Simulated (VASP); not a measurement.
A run of VASP 6.6.1 is set up as follows.

INCAR

```
SYSTEM = In
PREC = Accurate
ENCUT = 520
EDIFF = 1E-6
ISMEAR = 0
SIGMA = 0.15
LREAL = .False.
LASPH = .True.
NELM = 100
ALGO = Fast
ISIF = 2
LWAVE = .False.
LCHARG = .True.
GGA = CA
LELF = .True.
LVHAR = .True.
NBANDS = 12
```

KPOINTS

```
Automatic mesh
0
Gamma
  18 18 18
  0 0 0
```

Contents of POSCAR:

```
In
1.0
   -1.8825252400      1.9578262496      1.8825252400
    1.8825252400     -1.9578262496      1.8825252400
    1.8825252400      1.9578262496     -1.8825252400
In
1
Direct
    0.0000000000      0.0000000000      0.0000000000
```

Potentials or basis: VASP PAW LDA potentials, release 64 (In_d).

Command:

```console
$ cat potpaw_LDA.64/In_d/POTCAR > POTCAR
$ mpirun -np 1 vasp_std > vasp.out
```

(1) Predict the pressure.

Answers

(1) -4.1 GPa.

Caveat: the cell differs from its parent crystal (strain +0.0400 x Voigt [0, 1, 0, 0, 0, 0]).
